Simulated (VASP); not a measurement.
# Cr (I4/mmm) in VASP: a series of runs

Cr is run at these levels: PBE; tasks: single point.

Everything below comes from runs of VASP 6.6.1. Logs are shortened: lines on timing, memory, paths and dates and some standing lists are left out, and cuts for length are marked.

**1. The cell of the first run**

Symmetry: I4/mmm, No. 139, tetragonal system. Conventional cell: a = 2.999 Å, b = 2.999 Å, c = 2.884 Å, α = 90.00°, β = 90.00°, γ = 90.00°. Within 3.4 Å of Cr (site symmetry 4/mmm) lie 14 Cr at 2.56 to 3.00 Å.

**2. Single point, PBE (strain +0.040 along x and y, +0.000 along z)**

Input file INCAR:

```
  PREC = Accurate
  ENCUT = 520
  EDIFF = 1E-7
  ISMEAR = 0
  SIGMA = 0.15
  LREAL = False
  LASPH = True
  NELM = 100
  ALGO = Fast
  ISIF = 2
  LWAVE = False
  LCHARG = True
  GGA = PE
  LELF = True
  LVHAR = True
  NBANDS = 12
```

Input file KPOINTS:

```
Automatic mesh
0
Gamma
  24 24 24
```

Input file POSCAR:

```
Cr
1.0
   -1.4996280000      1.4996280000      1.4419500000
    1.4996280000     -1.4996280000      1.4419500000
    1.4996280000      1.4996280000     -1.4419500000
Cr
1
Direct
    0.0000000000      0.0000000000      0.0000000000
```

Potentials or basis: VASP PAW PBE potentials, release 64 (Cr_pv).

Run with:

```console
$ cat potpaw_PBE.64/Cr_pv/POTCAR > POTCAR
$ mpirun -np 1 vasp_std > vasp.out
```

OUTCAR:

```text
PREC = Accurate
   ENCUT = 520
   EDIFF = 1E-7
   ISMEAR = 0
   LREAL = False
   LASPH = True
   NELM = 100
   ISIF = 2
   GGA = PE

 ion  position               nearest neighbor table
   1  0.000  0.000  0.000-

  LATTYP: Found a body centered tetragonal cell.
 ALAT       =     2.9992560000
 C/A-ratio  =     0.9615384615

  Lattice vectors:

 A1 = (  -1.4996280000,   1.4996280000,   1.4419500000)
 A2 = (   1.4996280000,  -1.4996280000,   1.4419500000)
 A3 = (   1.4996280000,   1.4996280000,  -1.4419500000)

Analysis of symmetry for initial positions (statically):
=====================================================================
 Subroutine PRICEL returns:
 Original cell was already a primitive cell.

 Routine SETGRP: Setting up the symmetry group for a
 body centered tetragonal supercell.

 Subroutine GETGRP returns: Found 16 space group operations
 (whereof 16 operations were pure point group operations)
 out of a pool of 16 trial point group operations.

The static configuration has the point symmetry D_4h.

Analysis of symmetry for dynamics (positions and initial velocities):
=====================================================================
 Subroutine PRICEL returns:
 Original cell was already a primitive cell.

 Routine SETGRP: Setting up the symmetry group for a
 body centered tetragonal supercell.

 Subroutine GETGRP returns: Found 16 space group operations
 (whereof 16 operations were pure point group operations)
 out of a pool of 16 trial point group operations.

The dynamic configuration has the point symmetry D_4h.

 Subroutine INISYM returns: Found 16 space group operations
 (whereof 16 operations are pure point group operations),
 and found     1 'primitive' translations

----------------------------------------------------------------------------------------

                                     Primitive cell

  volume of cell :      12.9711

  direct lattice vectors                    reciprocal lattice vectors
    -1.499628000  1.499628000  1.441950000     0.000000000  0.333416021  0.346752661
     1.499628000 -1.499628000  1.441950000     0.333416021  0.000000000  0.346752661
     1.499628000  1.499628000 -1.441950000     0.333416021  0.333416021  0.000000000

  length of vectors
     2.564563916  2.564563916  2.564563916     0.481044334  0.481044334  0.471521458

  position of ions in fractional coordinates (direct lattice)
     0.000000000  0.000000000  0.000000000

  ion indices of the primitive-cell ions
   primitive index   ion index
                 1           1

----------------------------------------------------------------------------------------

 KPOINTS: Automatic mesh

Automatic generation of k-mesh.
 Grid dimensions read from file:
 generate k-points for:   24   24   24

 Generating k-lattice:

  Cartesian coordinates                     Fractional coordinates (reciprocal lattice)
     0.000000000  0.013892334  0.014448028     0.041666667  0.000000000  0.000000000
     0.013892334  0.000000000  0.014448028     0.000000000  0.041666667  0.000000000
     0.013892334  0.013892334  0.000000000     0.000000000  0.000000000  0.041666667

  Length of vectors
     0.020043514  0.020043514  0.019646727

  Shift w.r.t. Gamma in fractional coordinates (k-lattice)
     0.000000000  0.000000000  0.000000000

 Subroutine IBZKPT returns following result:
 ===========================================

 Found   1063 irreducible k-points:

 Following reciprocal coordinates:
            Coordinates               Weight
  0.000000  0.000000  0.000000      1.000000
  0.041667  0.000000  0.000000      8.000000
  0.083333  0.000000 -0.000000      8.000000
  0.125000  0.000000  0.000000      8.000000
  0.166667  0.000000 -0.000000      8.000000
  0.208333  0.000000 -0.000000      8.000000
[... 16 lines left out ...]
  0.416667  0.041667  0.000000     16.000000
  0.458333  0.041667  0.000000     16.000000
 [... further k-points ...]
   k-points           NKPTS =   1063   k-points in BZ     NKDIM =   1063   number of bands    NBANDS=     12
   number of dos      NEDOS =    301   number of ions     NIONS =      1
   total plane-waves  NPLWV =   8000
   dimension x,y,z NGX =    20 NGY =   20 NGZ =   20
   dimension x,y,z NGXF=    40 NGYF=   40 NGZF=   40
   ions per type =               1
   NGX,Y,Z   is equivalent  to a cutoff of  12.96, 12.96, 12.96 a.u.
   NGXF,Y,Z  is equivalent  to a cutoff of  25.93, 25.93, 25.93 a.u.
 SYSTEM =  unknown system
   PREC   = accura    normal or accurate (medium, high low for compatibility)
   ISTART =      0    job   : 0-new  1-cont  2-samecut
   ICHARG =      2    charge: 1-file 2-atom 10-const
   ISPIN  =      1    spin polarized calculation?
   LNONCOLLINEAR =      F non collinear calculations
   LSORBIT =      F    spin-orbit coupling
   LASPH  =      T    aspherical Exc in radial PAW
   ENCUT  =  520.0 eV  38.22 Ry    6.18 a.u.   4.77  4.77  4.77*2*pi/ulx,y,z
   NELM   =    100;   NELMIN=  2; NELMDL= -5     # of ELM steps
   EDIFF  = 0.1E-06   stopping-criterion for ELM
   LREAL  =      F    real-space projection
   EDIFFG = 0.1E-05   stopping-criterion for IOM
   NSW    =      0    number of steps for IOM
   IBRION =     -1    ionic relax: 0-MD 1-quasi-New 2-CG
   NFREE  =      0    steps in history (QN), initial steepest desc. (CG)
   ISIF   =      2    stress and relaxation
   ISYM   =      2    0-nonsym 1-usesym 2-fastsym
   POTIM  = 0.5000    time-step for ionic-motion
   TEBEG  =    0.0;   TEEND  =   0.0 temperature during run
   PSTRESS=    0.0 pullay stress
   NELECT =      12.0000    total number of electrons
   NUPDOWN=      -1.0000    fix difference up-down
   EMIN   =  10.00;   EMAX   =-10.00  energy-range for DOS
   EFERMI =   0.00;   METHOD = LEGACY
   ISMEAR =     0;   SIGMA  =   0.15  broadening in eV -4-tet -1-fermi 0-gaus
   EFERMI_NEDOS =   21; number of points for ismear=-14 and -15
   IALGO  =     68    algorithm
   IMIX   =      4    mixing-type and parameters
     AMIX     =   0.40;   BMIX     =  1.00
     AMIX_MAG =   1.60;   BMIX_MAG =  1.00
  volume/ion in A,a.u.               =      12.97        87.53
  Fermi-wavevector in a.u.,A,eV,Ry     =   1.595179  3.014452 34.621341  2.544597
  Thomas-Fermi vector in A             =   2.693138
   LORBIT       =      0    0 simple, 1 ext, 2 COOP (PROOUT), +10 PAW based schemes
   GGA     = PE    functional components
   LHFCALC =     F    Hartree Fock is set to
   AEXX    =    0.0000 exact exchange contribution
   IVDW    =     0    specifies the selected vdW correction
   LEPSILON=     F    determine dielectric tensor
   LRPA    =     F    only Hartree local field effects (RPA)
 non-spin polarized calculation
 RMM-DIIS sequential band-by-band and
 Gauss-broadening in eV      SIGMA  =   0.15
  energy-cutoff  :      520.00
  volume of cell :       12.97
 maximum number of plane-waves:       370
   NGX =  9   NGY =  9   NGZ =  9

 number of electron      12.0000004 magnetization

 Free energy of the ion-electron system (eV)
  ---------------------------------------------------
  ext. energy  EPLUGINS =         0.00000000
  ---------------------------------------------------
  free energy    TOTEN  =        -9.39165022 eV

  energy without entropy =       -9.38314082  energy(sigma->0) =       -9.38739552

 E-fermi :   9.4001     XC(G=0): -13.0139

 val. band max:        9.3923692629   @ k =  -0.2917  -0.3333   0.2917
 cond. band min:       9.4002073704   @ k =  -0.2500   0.2917   0.2500
 fundamental gap:      0.0078381076
 Fermi energy:         9.4001368087

 k-point     1 :       0.0000    0.0000    0.0000
  band No.  band energies     occupation
      1     -33.4747      2.00000
      2     -33.4747      2.00000
      3     -33.4544      2.00000
      4       1.9818      2.00000
      5       8.4381      2.00000
      6       8.7257      2.00000
      7       8.7257      2.00000
      8      10.2305      0.00000
      9      10.5224      0.00000
     10      16.4502      0.00000
     11      30.5130      0.00000
     12      30.5131      0.00000

 k-point     2 :       0.0417    0.0000    0.0000
  band No.  band energies     occupation
      1     -33.4815      2.00000
      2     -33.4783      2.00000
      3     -33.4589      2.00000
      4       2.0520      2.00000
      5       8.4457      2.00000
      6       8.7204      2.00000
      7       8.7363      2.00000
      8      10.2283      0.00000
      9      10.5006      0.00000
     10      16.4502      0.00000
     11      30.4051      0.00000
     12      30.5465      0.00000

 k-point     3 :       0.0833    0.0000   -0.0000
  band No.  band energies     occupation
      1     -33.5100      2.00000
      2     -33.4889      2.00000
      3     -33.4634      2.00000
      4       2.2598      2.00000
      5       8.4262      2.00000
      6       8.6999      2.00000
      7       8.8111      2.00000
      8      10.2189      0.00000
      9      10.4492      0.00000
     10      16.4501      0.00000
     11      29.9786      0.00000
     12      30.6417      0.00000
[... 286 lines left out ...]
 k-point    23 :       0.4167    0.0417    0.0000
  band No.  band energies     occupation
      1     -34.0672      2.00000
      2     -33.6778      2.00000
      3     -33.4803      2.00000
      4       5.5400      2.00000
      5       7.2600      2.00000
      6       9.7062      0.00390
      7      10.4299      0.00000
      8      10.8403      0.00000
      9      11.7811      0.00000
     10      16.4429      0.00000
     11      18.8293      0.00000
     12      25.5467      0.00000

 k-point    24 :       0.4583    0.0417    0.0000
  band No.  band energies     occupation
      1     -34.0868      2.00000
      2     -33.6850      2.00000
      3     -33.4804      2.00000
      4       5.5512      2.00000
      5       7.2197      2.00000
      6      10.0077      0.00000
      7      10.4410      0.00000
      8      10.9132      0.00000
      9      11.9565      0.00000
     10      16.4394      0.00000
     11      18.2257      0.00000
     12      25.3730      0.00000

 [... further k-points ...]

------------------------ aborting loop because EDIFF is reached ----------------------------------------

  FORCE on cell =-STRESS in cart. coord.  units (eV):
  Direction    XX          YY          ZZ          XY          YZ          ZX
  --------------------------------------------------------------------------------------
  -------------------------------------------------------------------------------------
  Total       -2.1819558     -2.1819558     -1.3289278      0.0000000      0.0000000      0.0000000
  in kB     -269.5127099   -269.5127099   -164.1476565      0.0000000      0.0000000      0.0000000
  external PRESSURE =    -234.3910254 kB  Pullay stress =       0.0000000 kB

 VOLUME and BASIS-vectors are now :
 -----------------------------------------------------------------------------
  energy-cutoff  :      520.00
  volume of cell :       12.97
      direct lattice vectors                 reciprocal lattice vectors
    -1.499628000  1.499628000  1.441950000     0.000000000  0.333416021  0.346752661
     1.499628000 -1.499628000  1.441950000     0.333416021  0.000000000  0.346752661
     1.499628000  1.499628000 -1.441950000     0.333416021  0.333416021  0.000000000

 POSITION                                       TOTAL-FORCE (eV/Angst)
 -----------------------------------------------------------------------------------
      0.00000      0.00000      0.00000         0.000000     -0.000000      0.000000
 -----------------------------------------------------------------------------------
    total drift:                                0.000000     -0.000000      0.000000

  FREE ENERGIE OF THE ION-ELECTRON SYSTEM (eV)
  ---------------------------------------------------
  free  energy   TOTEN  =        -9.3916502159 eV

  energy  without entropy=       -9.3831408226  energy(sigma->0) =       -9.38739552
```

Wall time 70 s (1 thread of Intel Xeon Platinum 8559C (Emerald Rapids), shared host); peak memory 0.26 GiB.

What came out:

```
Free energy            : -9.3917 eV
Pressure               : -23.4 GPa
Band gap on the k mesh : zero (band 6 reaches 11.45 eV, above the bottom of band 7 at 8.67 eV)
```

Stress tensor (GPa, compression positive):
```
-26.95   0.00   0.00
  0.00 -26.95   0.00
  0.00   0.00 -16.41
```

Caveat: the cell differs from its parent crystal (strain +0.040 along x and y, +0.000 along z); the run has no spin polarisation, though such a crystal can be magnetic. Spin polarisation is off, so any magnetic state and its effect on volume and gap are missing.

(Continued in part 2 of 2.)
